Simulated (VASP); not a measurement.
Runs of VASP 6.6.1 on Ga. The structure is that of space group Cmcm (No. 63), or close to it. The cells are those of the table. 

```csv
task,cell,gap on the mesh (eV),pressure (GPa),largest force (eV/Å)
single point,"a = 4.316, b = 4.316, c = 3.265 Å, angles 90.0, 90.0, 140.7°, 2 atoms",none,-5.1,0.15
single point,"a = 4.186, b = 4.186, c = 3.170 Å, angles 90.0, 90.0, 140.7°, 2 atoms",none,-0.8,0.20
single point,"a = 4.302, b = 4.330, c = 3.170 Å, angles 89.3, 90.3, 140.7°, 2 atoms",none,-3.7,0.18
single point,"a = 4.343, b = 4.289, c = 3.170 Å, angles 91.5, 89.3, 140.7°, 2 atoms",none,(a),0.18
single point,"a = 4.359, b = 4.359, c = 3.170 Å, angles 90.0, 90.0, 140.7°, 2 atoms",none,-4.5,0.17
electric field gradients,"a = 4.387, b = 4.387, c = 3.222 Å, angles 90.0, 90.0, 140.7°, 2 atoms",none,-5.6,0.15
single point,"a = 4.275, b = 4.358, c = 3.171 Å, angles 87.8, 91.1, 140.7°, 2 atoms",none,-3.7,0.18
single point,"a = 4.330, b = 4.302, c = 3.170 Å, angles 90.7, 89.7, 140.7°, 2 atoms",none,-3.7,0.18
single point,"a = 4.230, b = 4.230, c = 3.170 Å, angles 90.0, 90.0, 140.7°, 2 atoms",none,-1.9,0.20
single point,"a = 4.402, b = 4.402, c = 3.170 Å, angles 90.0, 90.0, 140.7°, 2 atoms",none,(b),0.17
single point,"a = 4.273, b = 4.273, c = 3.170 Å, angles 90.0, 90.0, 140.7°, 2 atoms",none,-2.9,0.19
```

Alike in all rows: level LDA; potentials or basis VASP PAW LDA potentials, release 64 (Ga_d); no spin polarisation; k mesh 12 × 12 × 10; cutoff (eV) 520; smearing fermi-dirac 0.08 eV.

Fill in the values left out.

(a) -3.8; (b) -5.3.

A k mesh can miss the band edges, and the runs leave out spin-orbit coupling on Ga.

A gap of «none» marks levels without a gap at the run's occupations.
